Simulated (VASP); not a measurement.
# LaSiO: single point with PBE

The system is LaSiO.

```
La Si O
1.0
     3.90344    0.00000    0.00000
     0.00000    3.90344    0.00000
     0.00000    0.00000    8.22867
La Si O
2 2 2
Direct
  0.00000 0.50000 0.84313
  0.50000 0.00000 0.15687
  0.50000 0.00000 0.54582
  0.00000 0.50000 0.45418
  0.00000 0.00000 0.00000
  0.50000 0.50000 0.00000
```

The cell was generated, and may not be a known phase.

```
Program             : VASP 6.6.1
Task                : single point
Functional          : PBE
Potentials or basis : VASP PAW PBE potentials, release 64 (La, Si, O)
Cutoff              : 520 eV
k mesh              : 4 × 4 × 4
Occupations         : gaussian, width 0.1 eV
Spin                : no spin polarisation
```

The pressure is -0.1 GPa. The largest force is 0.033 eV/Å and the band gap on the k mesh is zero (bands 21 and 22 overlap by 1.94 eV).

Forces on the atoms (eV/Å):
```
La   0.000  0.000  0.033
La   0.000  0.000 -0.033
Si   0.000  0.000  0.019
Si   0.000  0.000 -0.019
O    0.000  0.000  0.000
O    0.000  0.000  0.000
```

Stress tensor (GPa, compression positive):
```
-0.17  0.00  0.00
 0.00 -0.17  0.00
 0.00  0.00 -0.06
```

Levels at points of the mesh, in eV from the Fermi level:
| k point | band 18 | band 19 | band 20 | band 21 | band 22 | band 23 | band 24 | band 25 |
| --- | --- | --- | --- | --- | --- | --- | --- | --- |
| (0.00, 0.00, 0.00) | -2.88 | -0.83 | -0.59 | -0.59 | -0.11 | 1.83 | 2.63 | 2.91 |
| (0.50, 0.00, 0.00) | -3.15 | -1.10 | -1.10 | 1.27 | 1.27 | 1.91 | 1.91 | 2.59 |
| (0.50, 0.50, 0.00) | -2.98 | -2.94 | -2.94 | -0.42 | -0.42 | 1.51 | 1.51 | 2.82 |
| (0.00, 0.00, 0.50) | -2.90 | -0.82 | -0.59 | -0.59 | 0.66 | 2.20 | 2.28 | 2.37 |
| (0.50, 0.00, 0.50) | -3.20 | -1.16 | -1.16 | 1.35 | 1.35 | 1.83 | 1.83 | 2.72 |
| (0.50, 0.50, 0.50) | -2.94 | -2.80 | -2.80 | -0.11 | -0.11 | 1.39 | 1.39 | 2.81 |

Run time: 50 s on 1 thread of Intel(R) Xeon(R) 6975P-C (Granite Rapids), on a shared host, peak memory 0.27 GiB.

Caveat: the k points lie up to 0.40 Å⁻¹ apart, too coarse for converged energies and pressures of a metal; spin-orbit coupling is left out, which moves the levels of the heavy elements.
